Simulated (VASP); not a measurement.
Write the native input for VASP 6.6.1 that does the following.

```yaml
Task: single point
Functional: LDA
Potentials_or_basis: VASP PAW LDA potentials, release 64 (Hf_pv, B)
Cutoff: 520 eV
k_mesh: 10 × 10 × 10
Occupations: fermi-dirac, width 0.05 eV
Spin: no spin polarisation
Dipole_correction: no
Further_INCAR_settings: ALGO = Normal; EDIFF = 1e-07; NBANDS = 14
```

The structure of HfB lies in POSCAR:

```
HfB
1.0
    0.0000000000      2.2628439111      2.2628439111
    2.2628439111      0.0000000000      2.2628439111
    2.2628439111      2.2628439111      0.0000000000
Hf B
1 1
Direct
    0.5000000000      0.5000000000      0.5000000000
    0.0000000000      0.0000000000      0.0000000000
```

This cell differs from its parent crystal: volume scaled by 0.94.

The input as run:

INCAR

```
  PREC = Accurate
  ENCUT = 520
  EDIFF = 1E-7
  ISMEAR = -1
  SIGMA = 0.05
  LREAL = False
  LASPH = True
  NELM = 80
  ALGO = Normal
  ISIF = 2
  LWAVE = False
  LCHARG = False
  NBANDS = 14
```

KPOINTS

```
Automatic mesh
0
Gamma
  10 10 10
```

Potentials or basis: VASP PAW LDA potentials, release 64 (Hf_pv, B).

The run is started by

```bash
$ cat potpaw_LDA.64/Hf_pv/POTCAR potpaw_LDA.64/B/POTCAR > POTCAR
$ mpirun -np 1 vasp_std > vasp.out
```

It gave:

```
Pressure : 37.9 GPa
```

Wall time 5.7 s on 1 thread of Intel Xeon 6975P-C, with other jobs on the host, peak memory 0.14 GiB.
